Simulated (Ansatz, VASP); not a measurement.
## CoO: VASP beside Ansatz

INCAR

```
SYSTEM = CoO
PREC = Accurate
ENCUT = 520
EDIFF = 1E-6
ISMEAR = 0
SIGMA = 0.05
LREAL = .FALSE.
LASPH = .TRUE.
NELM = 150
ALGO = Normal
ISIF = 2
LWAVE = .FALSE.
LCHARG = .FALSE.
ISPIN = 2
MAGMOM = 3 0
LORBIT = 11
LMAXMIX = 4
LDAU = .TRUE.
LDAUTYPE = 1
LDAUL = 2 -1
LDAUU = 4 0
LDAUJ = 0.5 0
LDAUPRINT = 1
GGA = PS
NBANDS = 18
```

KPOINTS

```
Automatic mesh
0
G
  9 9 9
  0 0 0
```

File POSCAR:

```
CoO
1.0
   -1.5080004400      1.5080004400      2.1072503600
    1.5080004400     -1.5080004400      2.1072503600
    1.5080004400      1.5080004400     -2.1072503600
Co O
1 1
Direct
    0.0000000000      0.0000000000      0.0000000000
    0.5000000000      0.5000000000      0.0000000000
```

Input for Ansatz:

```yaml
crystal:
  lattice:
    - [-1.50800044, 1.50800044, 2.10725036]
    - [1.50800044, -1.50800044, 2.10725036]
    - [1.50800044, 1.50800044, -2.10725036]
  atoms:
    - { symbol: Co, position: [0.0, 0.0, 0.0], spin: 3.0 }
    - { symbol: O, position: [0.5, 0.5, 0.0] }
basis:
  ecutwfc: 420
  ecutrho_ratio: 4
kpoints:
  mp_grid: { grid: [9, 9, 9] }
hamiltonian:
  xc: pbesol
  hubbard: { sites: [{ site: 0, l: d, u: 4.0, j: 0.5 }] }
scf:
  occupations: { method: gaussian, width: 0.05 }
output:
  forces: true
  stress: true
  eigenvalues: true
  populations: true
  hubbard: { sites: [{ site: 0, l: d }] }
magnetization:
  spin_polarized: true
```

Alike in both runs: task single point; functional PBEsol; k mesh 9 × 9 × 9; occupations gaussian, width 0.05 eV; collinear spin; Hubbard terms Co d U = 4.0 eV, J = 0.5 eV.

|  | VASP | Ansatz |
| --- | --- | --- |
| version | VASP 6.6.1 | Ansatz 0.2.0 |
| potentials or method | VASP PAW PBE potentials, release 64 (Co, O), cutoff 520 eV | scalar-relativistic, plane waves, PAW |
| valence electrons in the cell | 15 | 23 |

Ansatz gave:

* pressure (GPa): 2.4
* traceless stress, the component that is largest in VASP (GPa): 1.47
* net moment per atom (μB): 1.50
* size of the moment on the site where the two differ most (μB): 2.59

Problem. Which values does VASP return?

Solution. Pressure (GPa): -8.6; traceless stress, the component that is largest in VASP (GPa): -6.27; net moment per atom (μB): 1.50; size of the moment on the site where the two differ most (μB): 2.75.

VASP's potentials were made for PBE, not for PBEsol. Site moments also hang on the region over which each program counts them. The programs project onto different local orbitals, so the same U acts differently, and such runs can settle in different states. VASP's potentials hold 15 valence electrons a cell and Ansatz's 23, so a difference there can come from the potentials and not from the codes. Ansatz's warnings: reached outside group, stability check not made.
